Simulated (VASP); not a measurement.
Li3V: single point with PBE

The system is Li3V.

```xyz
4
Lattice="4.1140 0.0000 0.0000 0.0000 4.1140 0.0000 0.0000 0.0000 4.1140" Properties=species:S:1:pos:R:3 pbc="T T T"
Li    0.0000    2.0570    2.0570
Li    2.0570    0.0000    2.0570
Li    2.0570    2.0570    0.0000
V     0.0000    0.0000    0.0000
```

```json
{
  "Program": "VASP 6.6.1",
  "Task": "single point",
  "Functional": "PBE",
  "Potentials or basis": "VASP PAW PBE potentials, release 64 (Li_sv, V_sv)",
  "Cutoff": "520 eV",
  "k mesh": "6 × 6 × 6",
  "Occupations": "gaussian, width 0.1 eV",
  "Spin": "collinear spin, ferromagnetic start",
  "Starting moments": "[0.16, 0.16, 0.16, 2.87] μB",
  "Dipole correction": "no",
  "Further INCAR settings": "ALGO = Fast; EDIFF = 1e-07; NBANDS = 23"
}
```

```json
{"Band gap on the k mesh": "zero (filled and empty bands overlap)", "Net moment": "4.02 μB per cell", "Site moments": "Li +0.01; V +2.91 μB", "Valence electrons inside the program's atomic spheres": "Li 2.10; V 11.31"}
```

Levels at points of the mesh, in eV from the Fermi level:
Spin up:
```
           k point  band 10  band 11  band 12  band 13  band 14  band 15  band 16  band 17
(0.00, 0.00, 0.00)    -1.05    -0.47    -0.47    -0.47     1.44     1.44     1.44     5.20
(0.50, 0.00, 0.00)    -1.13    -1.02    -1.02    -0.44     0.12     3.73     3.73     4.90
(0.50, 0.50, 0.00)    -1.00    -1.00    -0.87    -0.87     0.11     0.32     1.45     6.00
(0.50, 0.50, 0.50)    -1.26    -0.55    -0.55    -0.55     0.15     0.15     0.28     1.36
```
Spin down:
```csv
k point,band 5,band 6,band 7,band 8,band 9,band 10,band 11,band 12,band 13,band 14
"(0.00, 0.00, 0.00)",-36.10,-36.10,-36.10,-4.08,0.84,0.84,2.04,2.04,2.04,2.33
"(0.50, 0.00, 0.00)",-36.10,-36.10,-36.10,-2.60,-2.02,0.72,1.24,1.24,2.29,2.39
"(0.50, 0.50, 0.00)",-36.10,-36.10,-36.10,-1.27,-1.25,-0.14,-0.14,1.65,1.65,2.32
"(0.50, 0.50, 0.50)",-36.10,-36.10,-36.10,-0.28,0.43,0.43,0.43,0.87,0.87,0.87
```

Wall time 69 s on 1 thread of Intel(R) Xeon(R) Platinum 8488C (Sapphire Rapids), on a shared host, peak memory 0.21 GiB.
